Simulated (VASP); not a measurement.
# TiO2 (C2/c) in VASP: a series of runs

Aim: see how the results for TiO2 move with the level of theory and the settings. Levels: r2SCAN, r2SCAN+D3(BJ). Tasks: single point.

Everything below comes from runs of VASP 6.6.1. Logs are shortened: lines on timing, memory, paths and dates and some standing lists are left out, and cuts for length are marked.

### Step 1. The cell of the first run

The structure is monoclinic, space group C2/c (No. 15). The conventional cell has a = 5.412 Å, b = 5.413 Å, c = 5.472 Å, α = 90.00°, β = 118.77°, γ = 90.00°. Within 2.6 Å of Ti (site symmetry 2) lie 6 O at 1.93 to 2.00 Å. O (site symmetry 1) has 3 Ti at 1.93 to 2.00 Å and 2 O at 2.50 Å within 2.6 Å.

### Step 2. Single point, r2SCAN

File POSCAR:

```
TiO2
1.0
    2.7060340000     -2.7066550000      0.0000000000
    2.7060340000      2.7066550000      0.0000000000
   -2.6335310000      0.0000000000      4.7966370000
Ti O
2 4
Direct
    0.1341100000      0.8658900000      0.2500000000
    0.8658900000      0.1341100000      0.7500000000
    0.3312210000      0.0887550000      0.6671490000
    0.6687790000      0.9112450000      0.3328510000
    0.9112450000      0.6687790000      0.8328510000
    0.0887550000      0.3312210000      0.1671490000
```

File INCAR.step1:

```
PREC     = Accurate       # precision mode
ENCUT    = 520            # plane-wave cutoff, eV
ISMEAR   = 0              # smearing method
SIGMA    = 0.05           # smearing width, eV
LREAL    = F              # projectors in reciprocal space
LASPH    = T              # aspherical terms in the spheres
NELM     = 80             # most SCF steps
NBANDS   = 33             # bands
NELECT   = 49.0         
GGA      = PE             # functional
ALGO     = Normal         # electronic algorithm
EDIFF    = 1E-4           # SCF threshold, eV
LWAVE    = T              # write WAVECAR
LCHARG   = F              # write CHGCAR
```

File INCAR.step2:

```
PREC     = Accurate       # precision mode
ENCUT    = 520            # plane-wave cutoff, eV
EDIFF    = 1E-6           # SCF threshold, eV
ISMEAR   = 0              # smearing method
SIGMA    = 0.05           # smearing width, eV
LREAL    = F              # projectors in reciprocal space
LASPH    = T              # aspherical terms in the spheres
NELM     = 80             # most SCF steps
ALGO     = Normal         # electronic algorithm
ISIF     = 2              # what is computed and relaxed
LWAVE    = F              # write WAVECAR
LCHARG   = F              # write CHGCAR
METAGGA  = R2SCAN         # meta-GGA
LMIXTAU  = T            
NBANDS   = 33             # bands
NELECT   = 49.0         
ISTART   = 1
```

File KPOINTS:

```
Automatic mesh
0
Gamma
  8 8 6
```

Potentials or basis: VASP PAW PBE potentials, release 64 (Ti_sv, O).

Command:

```
$ cat potpaw_PBE.64/Ti_sv/POTCAR potpaw_PBE.64/O/POTCAR > POTCAR
$ cp INCAR.step1 INCAR
$ mpirun -np 1 vasp_std > vasp.out
$ cp INCAR.step2 INCAR
$ mpirun -np 1 vasp_std > vasp.out
```

OUTCAR:

```text
PREC = Accurate
   ENCUT = 520
   EDIFF = 1E-6
   ISMEAR = 0
   LREAL = F
   LASPH = T
   NELM = 80
   ISIF = 2
   METAGGA = R2SCAN
   NELECT = 49.0
   ISTART = 1

 ion  position               nearest neighbor table
   1  0.134  0.866  0.250-   4 1.93   6 1.93   6 1.98   4 1.98   3 2.00   5 2.00
   2  0.866  0.134  0.750-   5 1.93   3 1.93   5 1.98   3 1.98   6 2.00   4 2.00
   3  0.331  0.089  0.667-   2 1.93   2 1.98   1 2.00
   4  0.669  0.911  0.333-   1 1.93   1 1.98   2 2.00
   5  0.911  0.669  0.833-   2 1.93   2 1.98   1 2.00
   6  0.089  0.331  0.167-   1 1.93   1 1.98   2 2.00

  LATTYP: Found a base centered monoclinic cell.
 ALAT       =     5.4120680000
 B/A-ratio  =     1.0002294871
 C/A-ratio  =     1.0110809974
 COS(beta)  =    -0.4812705001

  Lattice vectors:

 A1 = (   2.7060340000,  -2.7066550000,   0.0000000000)
 A2 = (   2.7060340000,   2.7066550000,   0.0000000000)
 A3 = (  -2.6335310000,   0.0000000000,   4.7966370000)

Analysis of symmetry for initial positions (statically):
=====================================================================
 Subroutine PRICEL returns:
 Original cell was already a primitive cell.

 Routine SETGRP: Setting up the symmetry group for a
 base centered monoclinic supercell.

 Subroutine GETGRP returns: Found  4 space group operations
 (whereof  2 operations were pure point group operations)
 out of a pool of  4 trial point group operations.

The static configuration has the point symmetry S_2 .
 The point group associated with its full space group is C_2h.

Analysis of symmetry for dynamics (positions and initial velocities):
=====================================================================
 Subroutine PRICEL returns:
 Original cell was already a primitive cell.

 Routine SETGRP: Setting up the symmetry group for a
 base centered monoclinic supercell.

 Subroutine GETGRP returns: Found  4 space group operations
 (whereof  2 operations were pure point group operations)
 out of a pool of  4 trial point group operations.

The dynamic configuration has the point symmetry S_2 .
 The point group associated with its full space group is C_2h.

 Subroutine INISYM returns: Found  4 space group operations
[... 96 lines left out ...]
   PREC   = accura    normal or accurate (medium, high low for compatibility)
   ISTART =      1    job   : 0-new  1-cont  2-samecut
   ICHARG =      0    charge: 1-file 2-atom 10-const
   ISPIN  =      1    spin polarized calculation?
   LNONCOLLINEAR =      F non collinear calculations
   LSORBIT =      F    spin-orbit coupling
   LASPH  =      T    aspherical Exc in radial PAW
   ENCUT  =  520.0 eV  38.22 Ry    6.18 a.u.   7.12  7.12 10.17*2*pi/ulx,y,z
   NELM   =     80;   NELMIN=  2; NELMDL=  0     # of ELM steps
   EDIFF  = 0.1E-05   stopping-criterion for ELM
   LREAL  =      F    real-space projection
   EDIFFG = 0.1E-04   stopping-criterion for IOM
   NSW    =      0    number of steps for IOM
   IBRION =     -1    ionic relax: 0-MD 1-quasi-New 2-CG
   NFREE  =      0    steps in history (QN), initial steepest desc. (CG)
   ISIF   =      2    stress and relaxation
   ISYM   =      2    0-nonsym 1-usesym 2-fastsym
   POTIM  = 0.5000    time-step for ionic-motion
   TEBEG  =    0.0;   TEEND  =   0.0 temperature during run
   PSTRESS=    0.0 pullay stress
   NELECT =      49.0000    total number of electrons
   NUPDOWN=      -1.0000    fix difference up-down
   EMIN   =  10.00;   EMAX   =-10.00  energy-range for DOS
   EFERMI =   0.00;   METHOD = LEGACY
   ISMEAR =     0;   SIGMA  =   0.05  broadening in eV -4-tet -1-fermi 0-gaus
   EFERMI_NEDOS =   21; number of points for ismear=-14 and -15
   IALGO  =     38    algorithm
   IMIX   =      4    mixing-type and parameters
     AMIX     =   0.40;   BMIX     =  1.00
     AMIX_MAG =   1.60;   BMIX_MAG =  1.00
  volume/ion in A,a.u.               =      11.71        79.03
  Fermi-wavevector in a.u.,A,eV,Ry     =   1.451763  2.743435 28.675872  2.107617
  Thomas-Fermi vector in A             =   2.569223
   LORBIT       =      0    0 simple, 1 ext, 2 COOP (PROOUT), +10 PAW based schemes
   METAGGA = R2SCAN    functional components
   LHFCALC =     F    Hartree Fock is set to
   AEXX    =    0.0000 exact exchange contribution
   IVDW    =     0    specifies the selected vdW correction
   LEPSILON=     F    determine dielectric tensor
   LRPA    =     F    only Hartree local field effects (RPA)
 non-spin polarized calculation
 Gauss-broadening in eV      SIGMA  =   0.05
  energy-cutoff  :      520.00
  volume of cell :       70.26
 maximum number of plane-waves:      1908
   NGX = 15   NGY = 15   NGZ = 21

 number of electron      48.9999994 magnetization

 Free energy of the ion-electron system (eV)
  ---------------------------------------------------
  ext. energy  EPLUGINS =         0.00000000
  ---------------------------------------------------
  free energy    TOTEN  =       -63.52319427 eV

  energy without entropy =      -63.51670454  energy(sigma->0) =      -63.51994941

 E-fermi :   6.9229     XC(G=0): -11.4848

 val. band max:        6.9190369072   @ k =  -0.1250  -0.1250   0.1667
 cond. band min:       6.9273629029   @ k =  -0.2500   0.2500   0.0000
 fundamental gap:      0.0083259956
 Fermi energy:         6.9228957695

 k-point     1 :       0.0000    0.0000    0.0000
  band No.  band energies     occupation
      1     -54.6504      2.00000
      2     -54.5925      2.00000
      3     -30.2814      2.00000
      4     -29.8870      2.00000
      5     -29.8071      2.00000
      6     -29.8019      2.00000
[... 853 lines left out ...]
     32       9.7399      0.00000
     33       9.9857      0.00000

 [... further k-points ...]
[... 5 lines left out ...]
  --------------------------------------------------------------------------------------
  -------------------------------------------------------------------------------------
  Total       11.0071283     10.9780457      8.7073550      0.0000000      0.0000000      0.0756988
  in kB      250.9872218    250.3240735    198.5472294      0.0000000      0.0000000      1.7261021
  external PRESSURE =     233.2861749 kB  Pullay stress =       0.0000000 kB

 VOLUME and BASIS-vectors are now :
 -----------------------------------------------------------------------------
  energy-cutoff  :      520.00
  volume of cell :       70.26
      direct lattice vectors                 reciprocal lattice vectors
     2.706034000 -2.706655000  0.000000000     0.184772253 -0.184729860  0.101446796
     2.706034000  2.706655000  0.000000000     0.184772253  0.184729860  0.101446796
    -2.633531000  0.000000000  4.796637000     0.000000000  0.000000000  0.208479399

 POSITION                                       TOTAL-FORCE (eV/Angst)
 -----------------------------------------------------------------------------------
      2.04765      1.98068      1.19916        -0.000000      0.222809     -0.000000
      0.73089     -1.98068      3.59748         0.000000     -0.222809     -0.000000
     -0.62049     -0.65627      3.20007        -0.061947      0.044929      0.112236
      3.39903      0.65627      1.59657         0.061947     -0.044929     -0.112236
      2.08226     -0.65627      3.99488         0.061947      0.044929     -0.112236
      0.69628      0.65627      0.80175        -0.061947     -0.044929      0.112236
 -----------------------------------------------------------------------------------
    total drift:                               -0.000000      0.000000     -0.000000

  FREE ENERGIE OF THE ION-ELECTRON SYSTEM (eV)
  ---------------------------------------------------
  free  energy   TOTEN  =       -63.5231942697 eV

  energy  without entropy=      -63.5167045430  energy(sigma->0) =      -63.51994941
```

It took 27 min on 1 thread of Oxide Virtual Turin-like, shared host; peak memory 0.29 GiB.

Results:

```yaml
Free_energy: -63.5232 eV
Largest_force: 0.223 eV/Å
```

Forces on the atoms (eV/Å):
```
Ti   0.000  0.223  0.000
Ti   0.000 -0.223  0.000
O   -0.062  0.045  0.112
O    0.062 -0.045 -0.112
O    0.062  0.045 -0.112
O   -0.062 -0.045  0.112
```

Levels at points of the mesh, in eV from the Fermi level:
```
           k point  band 22  band 23  band 24  band 25  band 26  band 27
(0.00, 0.00, 0.00)    -4.64    -4.57    -4.56    -0.90    -0.08     0.87
(0.50, 0.00, 0.00)    -5.08    -4.79    -4.69     0.31     0.43     0.44
(0.50, 0.50, 0.00)    -5.89    -4.09    -4.07     0.34     0.38     0.58
(0.00, 0.00, 0.50)    -5.26    -4.16    -4.16    -0.51    -0.51     0.81
(0.50, 0.00, 0.50)    -5.06    -4.78    -4.70     0.16     0.53     0.55
(0.50, 0.50, 0.50)    -6.04    -4.09    -4.09     0.36     0.36     0.75
```

Caveat: the cell carries a net charge on a neutralising background, which shifts energy and pressure; the cell is charged against a uniform background, so pressure and absolute levels hang on convention; the PAW data sets were made with another functional, which shifts forces and pressure a little; an odd number of electrons without spin polarisation forces a metal; a magnetic or distorted state may lie lower.

### Step 3. Single point, r2SCAN+D3(BJ)

POSCAR is that of step 2.

File INCAR.step1:

```
PREC = Accurate
ENCUT = 520
ISMEAR = 0
SIGMA = 0.02
LREAL = False
LASPH = True
NELM = 100
NBANDS = 33
GGA = PE
ALGO = Normal
EDIFF = 1E-4
LWAVE = True
LCHARG = False
```

File INCAR.step2:

```
PREC = Accurate
ENCUT = 520
EDIFF = 1E-6
ISMEAR = 0
SIGMA = 0.02
LREAL = False
LASPH = True
NELM = 100
ALGO = Normal
ISIF = 2
LWAVE = False
LCHARG = False
METAGGA = R2SCAN
LMIXTAU = True
IVDW = 12
VDW_S6 = 1.0
VDW_S8 = 0.78981345
VDW_A1 = 0.49484001
VDW_A2 = 5.73083694
NBANDS = 33
ISTART = 1
```

File KPOINTS:

```
regular mesh
0
Gamma
  8 8 6
```

Potentials or basis: VASP PAW PBE potentials, release 64 (Ti_sv, O).

Command:

```
$ cat potpaw_PBE.64/Ti_sv/POTCAR potpaw_PBE.64/O/POTCAR > POTCAR
$ cp INCAR.step1 INCAR
$ mpirun -np 1 vasp_std > vasp.out
$ cp INCAR.step2 INCAR
$ mpirun -np 1 vasp_std > vasp.out
```

Wall time 23 min (1 thread of Oxide Virtual Turin-like, shared host); peak memory 0.3 GiB.

Results (log left out):

* Free energy: -70.4517 eV
* Pressure: -6.7 GPa
* Largest force: 0.199 eV/Å
* Band gap on the k mesh: 2.46 eV (least direct gap 2.82 eV)
* Dispersion energy per atom: -0.104 eV

Forces in eV/Å, atoms in the order of the input:
```
Ti   0.000  0.095  0.000
Ti   0.000 -0.095  0.000
O   -0.004 -0.030 -0.197
O    0.004  0.030  0.197
O    0.004 -0.030  0.197
O   -0.004  0.030 -0.197
```

Stress tensor (GPa, compression positive):
```
-6.66  0.00 -0.23
 0.00 -6.70  0.00
-0.23  0.00 -6.65
```

Levels at points of the mesh, in eV from the valence-band top:
| k point | band 22 | band 23 | band 24 | band 25 | band 26 | band 27 |
| --- | --- | --- | --- | --- | --- | --- |
| (0.00, 0.00, 0.00) | -0.76 | -0.46 | -0.45 | 2.46 | 3.18 | 4.21 |
| (0.50, 0.00, 0.00) | -0.93 | -0.91 | -0.66 | 3.61 | 3.75 | 3.76 |
| (0.50, 0.50, 0.00) | -1.89 | -0.02 | 0.00 | 3.61 | 3.65 | 3.90 |
| (0.00, 0.00, 0.50) | -1.29 | -0.15 | -0.15 | 2.81 | 2.81 | 4.05 |
| (0.50, 0.00, 0.50) | -0.91 | -0.91 | -0.66 | 3.46 | 3.84 | 3.88 |
| (0.50, 0.50, 0.50) | -2.04 | -0.02 | -0.02 | 3.63 | 3.63 | 4.08 |

Caveat: three body term missing; the cell stands under tension; the PAW data sets were made with another functional, which shifts forces and pressure a little. A k mesh can miss the band edges.
